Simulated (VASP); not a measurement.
A run of VASP 6.6.1:

The input INCAR:

```
SYSTEM = Zr
  PREC = Accurate
  ENCUT = 520
  EDIFF = 1E-7
  ISMEAR = -1
  SIGMA = 0.1
  LREAL = .False.
  LASPH = .True.
  NELM = 100
  ALGO = Normal
  ISIF = 2
  LWAVE = .False.
  LCHARG = .False.
  GGA = RE
  NBANDS = 12
```

The input KPOINTS:

```
regular mesh
0
Gamma
  13 13 13
  0 0 0
```

POSCAR

```
Zr
1.0
    0.0000000000      2.3656976431      2.3656976431
    2.3656976431      0.0000000000      2.3656976431
    2.3656976431      2.3656976431      0.0000000000
Zr
1
Direct
    0.0000000000      0.0000000000      0.0000000000
```

Potentials or basis: VASP PAW PBE potentials, release 64 (Zr_sv).

Run with:

```sh
$ cat potpaw_PBE.64/Zr_sv/POTCAR > POTCAR
$ mpirun -np 1 vasp_std > vasp.out
```

Hardware: 1 thread of AMD EPYC 7R13 (shared host).

Task: Estimate the wall time of this run.

Result: It took 67 s on 1 thread of AMD EPYC 7R13 (shared host), peak memory 0.14 GiB. Counts: scf iterations 12, k points 84.
